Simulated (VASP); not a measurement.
Input of a VASP 6.6.1 run:

Contents of POSCAR:

```
Ti
1.0
    4.4937368827      0.0000000000      0.0000000000
   -2.2468684413      3.8916902983      0.0000000000
    0.0000000000      0.0000000000      2.7859269701
Ti
3
Direct
    0.0000000000      0.0000000000      0.0000000000
    0.3333333333      0.6666666667      0.5000000000
    0.6666666667      0.3333333333      0.5000000000
```

File INCAR.step1:

```
SYSTEM = Ti
ALGO = Normal
EDIFF = 1E-4
ENCUT = 520
GGA = PE
ISMEAR = -1
LASPH = .True.
LCHARG = .False.
LREAL = .False.
LWAVE = .True.
NBANDS = 25
NELM = 100
PREC = Accurate
SIGMA = 0.1
```

INCAR.step2

```
SYSTEM = Ti
ALGO = Normal
EDIFF = 1E-7
ENCUT = 520
ISIF = 2
ISMEAR = -1
ISTART = 1
LASPH = .True.
LCHARG = .False.
LMIXTAU = .True.
LREAL = .False.
LWAVE = .False.
METAGGA = R2SCAN
NBANDS = 25
NELM = 100
PREC = Accurate
SIGMA = 0.1
```

File KPOINTS:

```
k-points
0
Gamma
  8 8 11
  0 0 0
```

Potentials or basis: VASP PAW PBE potentials, release 64 (Ti_sv).

Run with:

```bash
$ cat potpaw_PBE.64/Ti_sv/POTCAR > POTCAR
$ cp INCAR.step1 INCAR
$ mpirun -np 1 vasp_std > vasp.out
$ cp INCAR.step2 INCAR
$ mpirun -np 1 vasp_std > vasp.out
```

Estimate the band gap on the k mesh.

zero (bands 18 and 19 overlap by 0.25 eV).

What does it give for the pressure?

6.5 GPa.

Stress tensor (GPa, compression positive):
```
6.50 0.00 0.00
0.00 6.50 0.00
0.00 0.00 6.42
```

Caveat: the cell stands under pressure; the PAW data sets were made with another functional, which shifts forces and pressure a little.
